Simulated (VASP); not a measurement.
Write the native input for VASP 6.6.1 that does the following.

- Task: single point
- Functional: r2SCAN
- Potentials or basis: VASP PAW PBE potentials, release 64 (Cs_sv)
- Cutoff: 520 eV
- k mesh: 5 × 5 × 7
- Occupations: fermi-dirac, width 0.1 eV
- Spin: no spin polarisation
- Dipole correction: no
- Further INCAR settings: ALGO = Normal; EDIFF = 1e-06; NBANDS = 20

The system is Cs.

```
CELL_PARAMETERS angstrom
9.19319 0.00000 0.00000
-4.59660 7.96154 0.00000
0.00000 0.00000 5.49397
ATOMIC_POSITIONS crystal
Cs 0.00000 0.00000 0.00000
Cs 0.33333 0.66667 0.50000
Cs 0.66667 0.33333 0.50000
```

This isn't the form of Cs at room conditions, which is bcc.

The input as run:

POSCAR

```
Cs
1.0
    9.1931934121      0.0000000000      0.0000000000
   -4.5965967061      7.9615390367      0.0000000000
    0.0000000000      0.0000000000      5.4939708339
Cs
3
Direct
    1.0000000000      1.0000000000      0.0000000000
    0.3333333333      0.6666666667      0.5000000000
    0.6666666667      0.3333333333      0.5000000000
```

INCAR.step1

```
SYSTEM = Cs
  ALGO = Normal
  EDIFF = 1E-4
  ENCUT = 520
  GGA = PE
  ISMEAR = -1
  LASPH = .True.
  LCHARG = .False.
  LREAL = .False.
  LWAVE = .True.
  NBANDS = 20
  NELM = 60
  PREC = Accurate
  SIGMA = 0.1
```

INCAR.step2

```
SYSTEM = Cs
  ALGO = Normal
  EDIFF = 1E-6
  ENCUT = 520
  ISIF = 2
  ISMEAR = -1
  ISTART = 1
  LASPH = .True.
  LCHARG = .True.
  LELF = .True.
  LMIXTAU = .True.
  LREAL = .False.
  LVHAR = .True.
  LWAVE = .False.
  METAGGA = R2SCAN
  NBANDS = 20
  NELM = 60
  PREC = Accurate
  SIGMA = 0.1
```

KPOINTS

```
k-points
0
Gamma
  5 5 7
  0 0 0
```

Potentials or basis: VASP PAW PBE potentials, release 64 (Cs_sv).

Run with:

```bash
$ cat potpaw_PBE.64/Cs_sv/POTCAR > POTCAR
$ cp INCAR.step1 INCAR
$ mpirun -np 1 vasp_std > vasp.out
$ cp INCAR.step2 INCAR
$ mpirun -np 1 vasp_std > vasp.out
```

Results of the run:

```yaml
Pressure: -0.1 GPa
Band_gap_on_the_k_mesh: zero (an odd number of electrons rules out a gap without spin polarisation)
```

Caveat: the PAW data sets were made with another functional, which shifts forces and pressure a little; spin-orbit coupling is left out, which moves the levels of the heavy elements.

Run time: 8.1 min on 1 thread of Intel(R) Xeon(R) 6975P-C (Granite Rapids), with other jobs on the host, peak memory 0.55 GiB.
